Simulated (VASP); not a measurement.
Si: relaxation of cell and atoms with LDA

Si:

```
Si
1.0
     3.83132    0.00000    0.00000
    -1.91566    3.31802    0.00000
     0.00000    0.00000    6.33262
Si
4
Direct
  0.66667 0.33333 0.93699
  0.33333 0.66667 0.43699
  0.66667 0.33333 0.56301
  0.33333 0.66667 0.06301
```

This isn't the form of Si at room conditions, which is diamond.

| Property | Result |
| --- | --- |
| Program | VASP 6.6.1 |
| Task | relaxation of cell and atoms |
| Functional | LDA |
| Potentials or basis | VASP PAW LDA potentials, release 64 (Si) |
| Cutoff | 600 eV |
| k mesh | 8 × 8 × 4 |
| Occupations | fermi-dirac, width 0.05 eV |
| Spin | no spin polarisation |
| Dipole correction | no |
| Further INCAR settings | ALGO = Normal; EDIFF = 1e-06; IBRION = 2; EDIFFG = -0.01; NSW = 60; ISIF = 3 |

| Property | Result |
| --- | --- |
| Relaxed volume | 19.70 Å³/atom |
| Relaxed cell | a = 3.804 Å, b = 3.804 Å, c = 6.288 Å, α = 90.00°, β = 90.00°, γ = 120.00° |
| Space group after relaxing (to 0.1 Å) | P6_3/mmc (No. 194) |
| Energy gained by relaxing | 2.7 meV/atom |
| Ionic steps | 3 |
| Pressure after relaxing | 0.0 GPa |
| Largest force after relaxing | 0.006 eV/Å |
| Band gap on the k mesh | 0.27 eV (least direct gap 0.99 eV) |

Forces on the atoms (eV/Å):
```
Si   0.000  0.000 -0.006
Si   0.000  0.000 -0.006
Si   0.000  0.000  0.006
Si   0.000  0.000  0.006
```

The path:
| step | energy change (eV) | largest force (eV/Å) | pressure (GPa) | volume (Å³) |
| --- | --- | --- | --- | --- |
| 1 | 0.0000 | 0.0149 | -1.99 | 80.50 |
| 2 | -0.0056 | 0.0221 | 1.49 | 77.62 |
| 3 | -0.0109 | 0.0064 | 0.00 | 78.79 |

Final structure:
```yaml
crystal:
  lattice:
    - [3.80373, 0.00000, 0.00000]
    - [-1.90186, 3.29413, 0.00000]
    - [0.00000, 0.00000, 6.28785]
  atoms:
    - { symbol: Si, position: [0.66667, 0.33333, 0.93706] }
    - { symbol: Si, position: [0.33333, 0.66667, 0.43706] }
    - { symbol: Si, position: [0.66667, 0.33333, 0.56294] }
    - { symbol: Si, position: [0.33333, 0.66667, 0.06294] }
```

Levels at points of the mesh, in eV from the valence-band top:
| k point | band 6 | band 7 | band 8 | band 9 | band 10 | band 11 |
| --- | --- | --- | --- | --- | --- | --- |
| (0.00, 0.00, 0.00) | -0.36 | 0.00 | 0.00 | 0.99 | 1.95 | 1.95 |
| (0.50, 0.00, 0.00) | -3.12 | -3.09 | -1.46 | 0.27 | 2.29 | 2.88 |
| (0.00, 0.00, 0.50) | -0.94 | -0.94 | -0.94 | 1.77 | 1.77 | 2.94 |
| (0.50, 0.00, 0.50) | -2.50 | -2.47 | -2.47 | 0.81 | 0.81 | 1.55 |

Wall time 100 s on 1 thread of Intel Xeon 8259CL, on a shared host, peak memory 0.19 GiB.

Caveat: semilocal functionals underestimate gaps, and a narrow one can read as zero. A k mesh can miss the band edges.
